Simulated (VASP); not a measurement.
Li2NbAu6, 9 atoms in the cell. Symmetry: P-31m, No. 162, trigonal system. The conventional cell has a = 5.401 Å, b = 5.401 Å, c = 7.369 Å, α = 90.00°, β = 90.00°, γ = 120.00°. Within 3.8 Å of Nb (site symmetry -3m) lie 12 Au at 2.87 to 3.25 Å. Au (site symmetry m) has 5 Au at 2.73 to 2.92 Å and 2 Li at 2.74 Å and 2 Nb at 2.87 to 3.25 Å within 3.6 Å. Within 3.6 Å of Li (site symmetry 32) lie 6 Au at 2.74 Å and 3 Li at 3.12 Å. 

| Property | Result |
| --- | --- |
| Program | VASP 6.6.1 |
| Task | single point |
| Functional | PBE |
| Potentials or basis | VASP PAW PBE potentials, release 64 (Nb_sv, Au, Li_sv) |
| Cutoff | 520 eV |
| k mesh | 6 × 6 × 5 |
| Occupations | fermi-dirac, width 0.1 eV |
| Spin | no spin polarisation |
| Dipole correction | no |
| Further INCAR settings | ALGO = Normal; EDIFF = 1e-07; NBANDS = 52 |

Potentials or basis: VASP PAW PBE potentials, release 64 (Nb_sv, Au, Li_sv).

The run is started by

```console
$ cat potpaw_PBE.64/Nb_sv/POTCAR potpaw_PBE.64/Au/POTCAR potpaw_PBE.64/Li_sv/POTCAR > POTCAR
$ mpirun -np 1 vasp_std > vasp.out
```

Hardware: 1 thread of Intel(R) Xeon(R) Platinum 8488C (Sapphire Rapids), with other jobs on the host.

Estimate the wall time of this run.

Run time: 6 min on 1 thread of Intel(R) Xeon(R) Platinum 8488C (Sapphire Rapids), on a shared host, peak memory 0.42 GiB. Counts: scf iterations 16, k points 27.
